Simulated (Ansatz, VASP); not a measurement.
AlN in VASP and in Ansatz

```xyz
4
Lattice="3.0983 0.0000 0.0000 -1.5491 2.6832 0.0000 0.0000 0.0000 4.9981" Properties=species:S:1:pos:R:3 pbc="T T T"
Al    0.0000    1.7888   -0.0013
Al    1.5491    0.8944    2.4978
N     0.0000    1.7888    1.9005
N     1.5491    0.8944    4.3996
```

Change from the starting cell: film at in-plane strain -0.005.

Alike in both runs: task single point; functional PBEsol; k mesh 8 × 8 × 6; no spin polarisation.

|  | VASP | Ansatz |
| --- | --- | --- |
| version | VASP 6.6.1 | Ansatz 0.2.0 |
| potentials or method | VASP PAW PBE potentials, release 64 (Al, N), cutoff 520 eV | all-electron LAPW, scalar-relativistic |
| occupations | gaussian, width 0.01 eV | fixed |

Ansatz gave:

- gap on the k mesh at the Fermi level (eV): 4.21
- pressure (GPa): 1.4
- traceless stress, the component that is largest in VASP (GPa): -1.49

Q: Which values does VASP return?

A: gap on the k mesh at the Fermi level (eV): 4.21; pressure (GPa): 1.5; traceless stress, the component that is largest in VASP (GPa): -1.52.

VASP's potentials were made for PBE, not for PBEsol. Ansatz ran all-electron here, and VASP with PAW potentials.
